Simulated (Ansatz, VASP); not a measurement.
Given: the input of a run of Ansatz 0.2.0 on MoS2.

The input input.yaml:

```yaml
crystal:
  lattice:
    - [3.16100152, 0.0, 0.0]
    - [-1.58050076, 2.73750762, 0.0]
    - [0.0, 0.0, 12.2949997]
  atoms:
    - { symbol: Mo, position: [0.339402, 0.677377, 0.250981] }
    - { symbol: Mo, position: [0.665218, 0.331941, 0.750286] }
    - { symbol: S, position: [0.322462, 0.664376, 0.627798] }
    - { symbol: S, position: [0.665423, 0.31563, 0.129316] }
    - { symbol: S, position: [0.351176, 0.682962, 0.874092] }
    - { symbol: S, position: [0.643833, 0.324364, 0.373167] }
kpoints:
  mp_grid: { grid: [10, 10, 3] }
scf:
  occupations: { method: fermi_dirac, width: 0.05 }
hamiltonian:
  xc: pbe
  pseudopotentials: { kind: all_electron, lapw: { basis_error: 0.001 } }
output:
  forces: true
  stress: true
  eigenvalues: true
  populations: true
```

Potentials or basis: all-electron LAPW, scalar-relativistic.

Launch:

```console
$ ansatz run input.yaml --threads 4 --pin off --max-ram 12288MiB --backend cpu --events-out ev --progress --plain --runs-dir out
```

Question: Set up the same calculation for VASP 6.6.1. Potentials there: VASP PAW PBE potentials, release 64 (Mo_sv, S).

Answer: As run (the cutoff follows the program's own potentials):

Contents of INCAR:

```
SYSTEM = MoS2
ALGO = Normal
EDIFF = 1E-6
ENCUT = 520
GGA = PE
ISIF = 2
ISMEAR = -1
LASPH = .True.
LCHARG = .False.
LREAL = .False.
LWAVE = .False.
NBANDS = 35
NELM = 60
PREC = Accurate
SIGMA = 0.05
```

File KPOINTS:

```
k-points
0
Gamma
  10 10 3
  0 0 0
```

File POSCAR:

```
MoS2
1.0
    3.1610015200      0.0000000000      0.0000000000
   -1.5805007600      2.7375076200      0.0000000000
    0.0000000000      0.0000000000     12.2949997000
Mo S
2 4
Direct
    0.3394020000      0.6773770000      0.2509810000
    0.6652180000      0.3319410000      0.7502860000
    0.3224620000      0.6643760000      0.6277980000
    0.6654230000      0.3156300000      0.1293160000
    0.3511760000      0.6829620000      0.8740920000
    0.6438330000      0.3243640000      0.3731670000
```

Potentials or basis: VASP PAW PBE potentials, release 64 (Mo_sv, S).

Run with:

```bash
$ cat potpaw_PBE.64/Mo_sv/POTCAR potpaw_PBE.64/S/POTCAR > POTCAR
$ mpirun -np 1 vasp_std > vasp.out
```

Both were run:

|  | VASP | Ansatz | Ansatz less VASP |
| --- | --- | --- | --- |
| gap on the k mesh at the Fermi level (eV) | 0.85 | 0.84 | -0.015 |
| least direct gap on the mesh (eV) | 1.59 | 1.58 | -0.010 |
| pressure (GPa) | 9.0 | 9.2 | +0.19 |
| traceless stress, the component that is largest in VASP (GPa) | 4.54 | 4.59 | +0.048 |
| rms of the force components (eV/Å) | 0.794 | 0.802 | +0.0080 |

Atom by atom the forces differ by 0.009 eV/Å (rms over components). Ansatz ran all-electron here, and VASP with PAW potentials.
